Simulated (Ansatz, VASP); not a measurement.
Pb: VASP beside Ansatz

```
CELL_PARAMETERS angstrom
3.62027 0.00000 0.00000
-1.81013 3.13524 0.00000
0.00000 0.00000 5.76623
ATOMIC_POSITIONS crystal
Pb 0.33333 0.66667 0.25000
Pb 0.66667 0.33333 0.75000
```

Alike in both runs: functional PBE; k mesh 13 × 13 × 7; occupations fermi-dirac, width 0.05 eV; no spin polarisation.

Ansatz relaxed the structure, and its values are those at the end. VASP's run is a single point on that final structure, the one shown.

```csv
,VASP,Ansatz
version,VASP 6.6.1,Ansatz 0.2.0
potentials or method,"VASP PAW PBE potentials, release 64 (Pb_d), cutoff 520 eV","all-electron LAPW, non-relativistic"
```

Ansatz gave:

| Item | Value |
| --- | --- |
| pressure (GPa) | 0.0 |

**Question.** Estimate VASP's values.

**Answer.** Pressure (GPa): -1.0.

Ansatz ran all-electron here, and VASP with PAW potentials.

Neither program's run includes spin-orbit coupling.
